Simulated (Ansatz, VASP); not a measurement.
# CSO: VASP beside Ansatz

```
CELL_PARAMETERS angstrom
7.92641 0.00000 0.00000
0.00000 7.92641 0.00000
0.00000 0.00000 7.92641
ATOMIC_POSITIONS crystal
O 0.09782 0.45300 0.35066
O 0.67740 0.46648 0.30628
O 0.51457 0.20828 0.68290
O 0.02750 0.82305 0.06535
O 0.22209 0.03358 0.38419
O 0.80855 0.85783 0.50369
C 0.05066 0.40504 0.48174
C 0.57796 0.56449 0.25891
C 0.44880 0.22443 0.81386
C 0.94997 0.94719 0.08360
C 0.21924 0.94681 0.50339
C 0.74489 0.80008 0.62334
S 0.98764 0.34190 0.65817
S 0.44411 0.69535 0.19601
S 0.35979 0.24643 0.98880
S 0.84632 0.11324 0.10920
S 0.21603 0.83101 0.66313
S 0.66070 0.72268 0.78436
```

Alike in both runs: functional PBE; k mesh 1 × 1 × 1; occupations fermi-dirac, width 0.02 eV; no spin polarisation.

Ansatz relaxed the structure, and its values are those at the end. VASP's run is a single point on that final structure, the one shown.

|  | VASP | Ansatz |
| --- | --- | --- |
| version | VASP 6.6.1 | Ansatz 0.2.0 |
| potentials or method | VASP PAW PBE potentials, release 64 (O_h, C_h, S), cutoff 1000 eV | scalar-relativistic, plane waves, PAW |
| valence electrons in the cell | 96 | 96 |

|  | VASP | Ansatz | Ansatz less VASP |
| --- | --- | --- | --- |
| rms of the force components (eV/Å) | 0.141 | 0.008 | -0.1331 |

One of these differences is far larger than is usual between the two programs; its cause wasn't traced.
